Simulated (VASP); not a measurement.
# Hg (P6/mmm) in VASP: settings compared

Hg is run at these levels: PBE, r2SCAN; tasks: single point.

Program: VASP 6.6.1. These are calculated values, not measurements. Logs are shortened: lines on timing, memory, paths and dates and some standing lists are left out, and cuts for length are marked.

## Step 1: The cell of the first run

The structure is hexagonal, space group P6/mmm (No. 191). Conventional cell: a = 4.540 Å, b = 4.540 Å, c = 3.870 Å, α = 90.00°, β = 90.00°, γ = 120.00°. Hg (site symmetry -6m2) has 9 Hg at 2.62 to 3.26 Å within 3.5 Å. Within 4.3 Å of Hg (site symmetry 6/mmm) lie 14 Hg at 3.26 to 3.87 Å.

## Step 2: Single point, PBE

INCAR reads:

```
PREC     = Accurate       # precision mode
ENCUT    = 520            # plane-wave cutoff, eV
EDIFF    = 1E-6           # SCF threshold, eV
ISMEAR   = 0              # smearing method
SIGMA    = 0.1            # smearing width, eV
LREAL    = F              # projectors in reciprocal space
LASPH    = T              # aspherical terms in the spheres
NELM     = 80             # most SCF steps
ALGO     = Normal         # electronic algorithm
ISIF     = 2              # what is computed and relaxed
LWAVE    = F              # write WAVECAR
LCHARG   = F              # write CHGCAR
GGA      = PE             # functional
NELECT   = 34.0         
NBANDS   = 25             # bands
```

KPOINTS reads:

```
regular mesh
0
Gamma
  6 6 6
```

POSCAR reads:

```
Hg
1.0
    4.5400020208      0.0000000000      0.0000000000
   -2.2700010104      3.9317570832      0.0000000000
    0.0000000000      0.0000000000      3.8700000000
Hg
3
Direct
    0.3333333333      0.6666666667      0.5000000000
    0.0000000000      0.0000000000      0.0000000000
    0.6666666667      0.3333333333      0.5000000000
```

Potentials or basis: VASP PAW PBE potentials, release 64 (Hg).

Launch:

```bash
> cat potpaw_PBE.64/Hg/POTCAR > POTCAR
> mpirun -np 1 vasp_std > vasp.out
```

OUTCAR:

```text
PREC = Accurate
   ENCUT = 520
   EDIFF = 1E-6
   ISMEAR = 0
   LREAL = F
   LASPH = T
   NELM = 80
   ISIF = 2
   GGA = PE
   NELECT = 34.0

 ion  position               nearest neighbor table
   1  0.333  0.667  0.500-   3 2.62   3 2.62   3 2.62   2 3.26   2 3.26   2 3.26   2 3.26   2 3.26
                             2 3.26
   2  0.000  0.000  0.000-   1 3.26   3 3.26   1 3.26   3 3.26   1 3.26   1 3.26   3 3.26   3 3.26
                             3 3.26   3 3.26   1 3.26   1 3.26
   3  0.667  0.333  0.500-   1 2.62   1 2.62   1 2.62   2 3.26   2 3.26   2 3.26   2 3.26   2 3.26
                             2 3.26

  LATTYP: Found a hexagonal cell.
 ALAT       =     4.5400020208
 C/A-ratio  =     0.8524225281

  Lattice vectors:

 A1 = (   4.5400020208,   0.0000000000,   0.0000000000)
 A2 = (  -2.2700010104,   3.9317570832,   0.0000000000)
 A3 = (   0.0000000000,   0.0000000000,   3.8700000000)

Analysis of symmetry for initial positions (statically):
=====================================================================
 Subroutine PRICEL returns:
 Original cell was already a primitive cell.

 Routine SETGRP: Setting up the symmetry group for a
 hexagonal supercell.

 Subroutine GETGRP returns: Found 24 space group operations
 (whereof 24 operations were pure point group operations)
 out of a pool of 24 trial point group operations.

The static configuration has the point symmetry D_6h.

Analysis of symmetry for dynamics (positions and initial velocities):
=====================================================================
 Subroutine PRICEL returns:
 Original cell was already a primitive cell.

 Routine SETGRP: Setting up the symmetry group for a
 hexagonal supercell.

 Subroutine GETGRP returns: Found 24 space group operations
 (whereof 24 operations were pure point group operations)
 out of a pool of 24 trial point group operations.

The dynamic configuration has the point symmetry D_6h.

 Subroutine INISYM returns: Found 24 space group operations
 (whereof 24 operations are pure point group operations),
 and found     1 'primitive' translations

----------------------------------------------------------------------------------------

                                     Primitive cell

  volume of cell :      69.0802

  direct lattice vectors                    reciprocal lattice vectors
     4.540002021  0.000000000  0.000000000     0.220264219  0.127169606  0.000000000
    -2.270001010  3.931757083  0.000000000     0.000000000  0.254339212  0.000000000
     0.000000000  0.000000000  3.870000000     0.000000000  0.000000000  0.258397933

  length of vectors
     4.540002021  4.540002021  3.870000000     0.254339212  0.254339212  0.258397933

  position of ions in fractional coordinates (direct lattice)
     0.333333333  0.666666667  0.500000000
     0.000000000  0.000000000  0.000000000
     0.666666667  0.333333333  0.500000000

  ion indices of the primitive-cell ions
   primitive index   ion index
                 1           1
                 2           2
                 3           3

----------------------------------------------------------------------------------------

 KPOINTS: regular mesh

Automatic generation of k-mesh.
 Grid dimensions read from file:
 generate k-points for:    6    6    6

 Generating k-lattice:

  Cartesian coordinates                     Fractional coordinates (reciprocal lattice)
     0.036710703  0.021194934  0.000000000     0.166666667  0.000000000  0.000000000
     0.000000000  0.042389869  0.000000000     0.000000000  0.166666667  0.000000000
     0.000000000  0.000000000  0.043066322     0.000000000  0.000000000  0.166666667

  Length of vectors
     0.042389869  0.042389869  0.043066322

  Shift w.r.t. Gamma in fractional coordinates (k-lattice)
     0.000000000  0.000000000  0.000000000

 Subroutine IBZKPT returns following result:
 ===========================================

 Found     28 irreducible k-points:

 Following reciprocal coordinates:
            Coordinates               Weight
  0.000000  0.000000  0.000000      1.000000
  0.166667  0.000000  0.000000      6.000000
  0.333333 -0.000000  0.000000      6.000000
  0.500000  0.000000  0.000000      3.000000
  0.166667  0.166667  0.000000      6.000000
  0.333333  0.166667  0.000000     12.000000
[... 16 lines left out ...]
  0.166667  0.000000  0.500000      6.000000
  0.333333 -0.000000  0.500000      6.000000
 [... further k-points ...]
   k-points           NKPTS =     28   k-points in BZ     NKDIM =     28   number of bands    NBANDS=     25
   number of dos      NEDOS =    301   number of ions     NIONS =      3
   total plane-waves  NPLWV =  38880
   dimension x,y,z NGX =    36 NGY =   36 NGZ =   30
   dimension x,y,z NGXF=    72 NGYF=   72 NGZF=   60
   ions per type =               3
   NGX,Y,Z   is equivalent  to a cutoff of  13.18, 13.18, 12.89 a.u.
   NGXF,Y,Z  is equivalent  to a cutoff of  26.36, 26.36, 25.77 a.u.
 SYSTEM =  unknown system
   PREC   = accura    normal or accurate (medium, high low for compatibility)
   ISTART =      0    job   : 0-new  1-cont  2-samecut
   ICHARG =      2    charge: 1-file 2-atom 10-const
   ISPIN  =      1    spin polarized calculation?
   LNONCOLLINEAR =      F non collinear calculations
   LSORBIT =      F    spin-orbit coupling
   LASPH  =      T    aspherical Exc in radial PAW
   ENCUT  =  520.0 eV  38.22 Ry    6.18 a.u.   8.44  8.44  7.20*2*pi/ulx,y,z
   NELM   =     80;   NELMIN=  2; NELMDL= -5     # of ELM steps
   EDIFF  = 0.1E-05   stopping-criterion for ELM
   LREAL  =      F    real-space projection
   EDIFFG = 0.1E-04   stopping-criterion for IOM
   NSW    =      0    number of steps for IOM
   IBRION =     -1    ionic relax: 0-MD 1-quasi-New 2-CG
   NFREE  =      0    steps in history (QN), initial steepest desc. (CG)
   ISIF   =      2    stress and relaxation
   ISYM   =      2    0-nonsym 1-usesym 2-fastsym
   POTIM  = 0.5000    time-step for ionic-motion
   TEBEG  =    0.0;   TEEND  =   0.0 temperature during run
   PSTRESS=    0.0 pullay stress
   NELECT =      34.0000    total number of electrons
   NUPDOWN=      -1.0000    fix difference up-down
   EMIN   =  10.00;   EMAX   =-10.00  energy-range for DOS
   EFERMI =   0.00;   METHOD = LEGACY
   ISMEAR =     0;   SIGMA  =   0.10  broadening in eV -4-tet -1-fermi 0-gaus
   EFERMI_NEDOS =   21; number of points for ismear=-14 and -15
   IALGO  =     38    algorithm
   IMIX   =      4    mixing-type and parameters
     AMIX     =   0.40;   BMIX     =  1.00
     AMIX_MAG =   1.60;   BMIX_MAG =  1.00
  volume/ion in A,a.u.               =      23.03       155.39
  Fermi-wavevector in a.u.,A,eV,Ry     =   1.292558  2.442580 22.731324  1.670705
  Thomas-Fermi vector in A             =   2.424258
   LORBIT       =      0    0 simple, 1 ext, 2 COOP (PROOUT), +10 PAW based schemes
   GGA     = PE    functional components
   LHFCALC =     F    Hartree Fock is set to
   AEXX    =    0.0000 exact exchange contribution
   IVDW    =     0    specifies the selected vdW correction
   LEPSILON=     F    determine dielectric tensor
   LRPA    =     F    only Hartree local field effects (RPA)
 non-spin polarized calculation
 Gauss-broadening in eV      SIGMA  =   0.10
  energy-cutoff  :      520.00
  volume of cell :       69.08
 maximum number of plane-waves:      1886
 NGX is ok and might be reduce to    36
   NGX = 17   NGY = 17   NGZ = 15

 number of electron      34.0000005 magnetization

 Free energy of the ion-electron system (eV)
  ---------------------------------------------------
  ext. energy  EPLUGINS =         0.00000000
  ---------------------------------------------------
  free energy    TOTEN  =        -3.87119221 eV

  energy without entropy =       -3.85808528  energy(sigma->0) =       -3.86463874

 E-fermi :   1.1340     XC(G=0): -10.3864

 val. band max:        1.1249434673   @ k =   0.3333   0.1667   0.5000
 cond. band min:       1.1367354800   @ k =   0.3333   0.1667   0.1667
 fundamental gap:      0.0117920127
 Fermi energy:         1.1340123542

 k-point     1 :       0.0000    0.0000    0.0000
  band No.  band energies     occupation
      1      -6.5780      2.00000
      2      -4.8912      2.00000
      3      -4.8912      2.00000
      4      -4.8348      2.00000
      5      -4.6001      2.00000
      6      -4.6001      2.00000
[... 17 lines left out ...]
     24      11.8592      0.00000
     25      15.9706      0.00000

 k-point     2 :       0.1667    0.0000    0.0000
  band No.  band energies     occupation
      1      -6.3057      2.00000
      2      -5.2637      2.00000
      3      -5.1969      2.00000
      4      -4.7670      2.00000
      5      -4.7034      2.00000
      6      -4.6842      2.00000
[... 17 lines left out ...]
     24      12.3534      0.00000
     25      14.5190      0.00000

 k-point     3 :       0.3333   -0.0000    0.0000
  band No.  band energies     occupation
      1      -5.8244      2.00000
      2      -5.5909      2.00000
      3      -5.4859      2.00000
      4      -4.9717      2.00000
      5      -4.6454      2.00000
      6      -4.3524      2.00000
[... 17 lines left out ...]
     24      12.4569      0.00000
     25      12.9745      0.00000

 k-point     4 :       0.5000    0.0000    0.0000
  band No.  band energies     occupation
      1      -5.9585      2.00000
      2      -5.5857      2.00000
      3      -5.3072      2.00000
      4      -5.0494      2.00000
      5      -4.4687      2.00000
      6      -4.2736      2.00000
[... 17 lines left out ...]
     24      13.0043      0.00000
     25      13.2108      0.00000

 k-point     5 :       0.1667    0.1667    0.0000
  band No.  band energies     occupation
      1      -5.8848      2.00000
      2      -5.6672      2.00000
      3      -5.3617      2.00000
      4      -4.8704      2.00000
      5      -4.7456      2.00000
      6      -4.4371      2.00000
[... 17 lines left out ...]
     24      13.2095      0.00000
     25      13.3232      0.00000

 k-point     6 :       0.3333    0.1667    0.0000
  band No.  band energies     occupation
      1      -6.0263      2.00000
      2      -5.5105      2.00000
      3      -5.3979      2.00000
      4      -4.9565      2.00000
      5      -4.6085      2.00000
      6      -4.2443      2.00000
[... 17 lines left out ...]
     24      12.3633      0.00000
     25      12.4437      0.00000
[... 393 lines left out ...]
 k-point    21 :       0.3333    0.3333    0.3333
  band No.  band energies     occupation
      1      -6.0595      2.00000
      2      -5.3812      2.00000
      3      -5.3812      2.00000
      4      -5.2211      2.00000
      5      -4.4031      2.00000
      6      -4.4031      2.00000
[... 17 lines left out ...]
     24      12.1462      0.00000
     25      14.9939      0.00000

 k-point    22 :       0.0000    0.0000    0.5000
  band No.  band energies     occupation
      1      -6.0146      2.00000
      2      -5.0957      2.00000
      3      -5.0957      2.00000
      4      -4.8698      2.00000
      5      -4.8698      2.00000
      6      -4.8567      2.00000
[... 17 lines left out ...]
     24       9.3087      0.00000
     25       9.6290      0.00000

 k-point    23 :       0.1667    0.0000    0.5000
  band No.  band energies     occupation
      1      -5.9894      2.00000
      2      -5.2661      2.00000
      3      -5.2040      2.00000
      4      -5.0708      2.00000
      5      -5.0135      2.00000
      6      -4.3840      2.00000
[... 17 lines left out ...]
     24      10.4443      0.00000
     25      11.9606      0.00000

 k-point    24 :       0.3333   -0.0000    0.5000
  band No.  band energies     occupation
      1      -5.9061      2.00000
      2      -5.5337      2.00000
      3      -5.4013      2.00000
      4      -5.0169      2.00000
      5      -4.9420      2.00000
      6      -4.0821      2.00000
[... 17 lines left out ...]
     24      13.3702      0.00000
     25      14.7571      0.00000

 [... further k-points ...]

------------------------ aborting loop because EDIFF is reached ----------------------------------------

  FORCE on cell =-STRESS in cart. coord.  units (eV):
  Direction    XX          YY          ZZ          XY          YZ          ZX
  --------------------------------------------------------------------------------------
  -------------------------------------------------------------------------------------
  Total       -9.3763429     -9.3763429    -14.5471904      0.0000000      0.0000000     -0.0000000
  in kB     -217.4655042   -217.4655042   -337.3929611      0.0000000      0.0000000     -0.0000000
  external PRESSURE =    -257.4413231 kB  Pullay stress =       0.0000000 kB

 VOLUME and BASIS-vectors are now :
 -----------------------------------------------------------------------------
  energy-cutoff  :      520.00
  volume of cell :       69.08
      direct lattice vectors                 reciprocal lattice vectors
     4.540002021  0.000000000  0.000000000     0.220264219  0.127169606  0.000000000
    -2.270001010  3.931757083  0.000000000     0.000000000  0.254339212  0.000000000
     0.000000000  0.000000000  3.870000000     0.000000000  0.000000000  0.258397933

 POSITION                                       TOTAL-FORCE (eV/Angst)
 -----------------------------------------------------------------------------------
     -0.00000      2.62117      1.93500         0.000000      0.000000      0.000000
      0.00000      0.00000      0.00000         0.000000      0.000000     -0.000000
      2.27000      1.31059      1.93500        -0.000000     -0.000000     -0.000000
 -----------------------------------------------------------------------------------
    total drift:                                0.000000     -0.000000     -0.000000

  FREE ENERGIE OF THE ION-ELECTRON SYSTEM (eV)
  ---------------------------------------------------
  free  energy   TOTEN  =        -3.8711922108 eV

  energy  without entropy=       -3.8580852777  energy(sigma->0) =       -3.86463874
```

Run time: 43 s. Hardware: 1 thread of Intel Xeon Platinum 8488C (Sapphire Rapids), shared host; peak memory 0.2 GiB.

Results:

| Item | Value |
| --- | --- |
| Free energy | -3.8712 eV |

Caveat: the cell carries a net charge on a neutralising background, which shifts energy and pressure; the cell is charged against a uniform background, so pressure and absolute levels hang on convention; spin-orbit coupling is left out, which moves the levels of the heavy elements.

## Step 3: Single point, PBE

INCAR reads:

```
ALGO = Fast ; EDIFF = 1E-6
ENCUT = 520 ; GGA = PE
ISIF = 2 ; ISMEAR = -1
LASPH = True ; LCHARG = True
LELF = True ; LREAL = False
LVHAR = True ; LWAVE = False
NBANDS = 25 ; NELM = 100
PREC = Accurate ; SIGMA = 0.015
```

KPOINTS reads:

```
k-points
0
Gamma
  6 6 6
```

POSCAR is that of step 2.

Potentials or basis: VASP PAW PBE potentials, release 64 (Hg).

Launch:

```bash
> cat potpaw_PBE.64/Hg/POTCAR > POTCAR
> mpirun -np 1 vasp_std > vasp.out
```

It took 46 s on 1 thread of Intel Xeon Platinum 8488C (Sapphire Rapids), shared host; peak memory 0.2 GiB.

It converged, with:

```
Free energy            : 0.5338 eV
Pressure               : 13.8 GPa
Band gap on the k mesh : zero (bands 18 and 19 overlap by 6.12 eV)
```

Stress tensor (GPa, compression positive):
```
18.26  0.00  0.00
 0.00 18.26  0.00
 0.00  0.00  4.97
```

Levels at points of the mesh, in eV from the Fermi level:
```tsv
k point	band 15	band 16	band 17	band 18	band 19	band 20	band 21	band 22
(0.00, 0.00, 0.00)	-5.96	-5.96	0.44	1.99	2.69	3.61	3.61	3.89
(0.50, 0.00, 0.00)	-5.92	-5.74	-5.00	-0.63	0.34	6.13	6.18	7.08
(0.00, 0.00, 0.50)	-6.08	-6.08	-5.17	4.26	4.26	4.27	4.87	5.35
(0.50, 0.00, 0.50)	-6.03	-3.94	-3.11	-2.29	-1.21	2.34	3.50	3.93
```

Caveat: the stress differs along the axes, from 5 to 18 GPa; spin-orbit coupling is left out, which moves the levels of the heavy elements.

(Part 1 of 2 ends here.)

The gap in the log of VASP goes by the Fermi energy; the results here count the filled bands.